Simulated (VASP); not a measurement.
A run of VASP 6.6.1 is set up as follows.

Contents of INCAR:

```
PREC = Accurate
ENCUT = 520
EDIFF = 1E-6
ISMEAR = 0
SIGMA = 0.02
LREAL = F
LASPH = T
NELM = 80
ALGO = Normal
ISIF = 2
LWAVE = F
LCHARG = F
GGA = PE
NBANDS = 35
```

The input KPOINTS:

```
regular mesh
0
Gamma
  11 11 3
```

The input POSCAR:

```
MoS2
1.0
    3.1690000000      0.0000000000      0.0000000000
   -1.5845000000      2.7444345046      0.0000000000
    0.0000000000      0.0000000000     12.3240000000
Mo S
2 4
Direct
    0.6666666667      0.3333333333      0.7500000000
    0.3333333333      0.6666666667      0.2500000000
    0.6666666667      0.3333333333      0.3770000000
    0.3333333333      0.6666666667      0.8770000000
    0.6666666667      0.3333333333      0.1230000000
    0.3333333333      0.6666666667      0.6230000000
```

Potentials or basis: VASP PAW PBE potentials, release 64 (Mo_sv, S).

Run with:

```sh
$ cat potpaw_PBE.64/Mo_sv/POTCAR potpaw_PBE.64/S/POTCAR > POTCAR
$ mpirun -np 1 vasp_std > vasp.out
```

Predict the band gap on the k mesh.

0.89 eV, indirect (least direct gap 1.82 eV).

Predict the largest force.

0.078 eV/Å.

Forces in eV/Å, atoms in the order of the input:
```
Mo   0.000  0.000  0.000
Mo   0.000  0.000  0.000
S    0.000  0.000 -0.078
S    0.000  0.000 -0.078
S    0.000  0.000  0.078
S    0.000  0.000  0.078
```

**Experimental background.**

“Multiwavelength excitation Raman Scattering Analysis of bulk and 2 dimensional MoS2: Vibrational properties of atomically thin MoS2 layers”, 2015, arxiv:1506.03228 reports, for a bulk crystal of MoS2 at 300 K: band gap 1.3 eV (indirect).

Measured gap of MoS2: 1.3 eV (indirect; 300 K; “Multiwavelength excitation Raman Scattering Analysis of bulk and 2 dimensional MoS2: Vibrational properties of atomically thin MoS2 layers”, 2015, arxiv:1506.03228). This calculation gives 0.89 eV (-0.41 eV). Spin-orbit coupling on Mo is left out. The value is that of PBE on a finite k mesh, which can miss the band edges, without temperature or zero-point motion. Semilocal functionals fall short of measured gaps as a rule.
